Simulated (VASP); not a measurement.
A run of VASP 6.6.1 is set up as follows.

The input INCAR:

```
PREC = Accurate
ENCUT = 500
EDIFF = 1E-6
ISMEAR = -1
SIGMA = 0.1
LREAL = F
LASPH = T
NELM = 120
ALGO = Normal
ISIF = 2
LWAVE = F
LCHARG = T
LELF = T
LVHAR = T
NBANDS = 22
GGA_COMPAT = F
```

The input KPOINTS:

```
regular mesh
0
Gamma
  8 8 8
```

POSCAR

```
BiRu
1.0
    0.0000000000      2.8287600000      2.8287600000
    2.8287600000      0.0000000000      2.8287600000
    2.8287600000      2.8287600000      0.0000000000
Ru Bi
1 1
Direct
    0.0000000000      0.0000000000      0.0000000000
    0.5000000000      0.5000000000      0.5000000000
```

Potentials or basis: VASP PAW LDA potentials, release 64 (Ru_pv, Bi_d).

Launch:

```sh
$ cat potpaw_LDA.64/Ru_pv/POTCAR potpaw_LDA.64/Bi_d/POTCAR > POTCAR
$ mpirun -np 1 vasp_std > vasp.out
```

**Question.** Estimate the band gap on the k mesh.

**Answer.** Zero (an odd number of electrons rules out a gap without spin polarisation).

**Question.** Estimate the pressure.

**Answer.** -12.5 GPa.

Caveat: the cell stands under tension; spin-orbit coupling is left out, which moves the levels of the heavy elements.
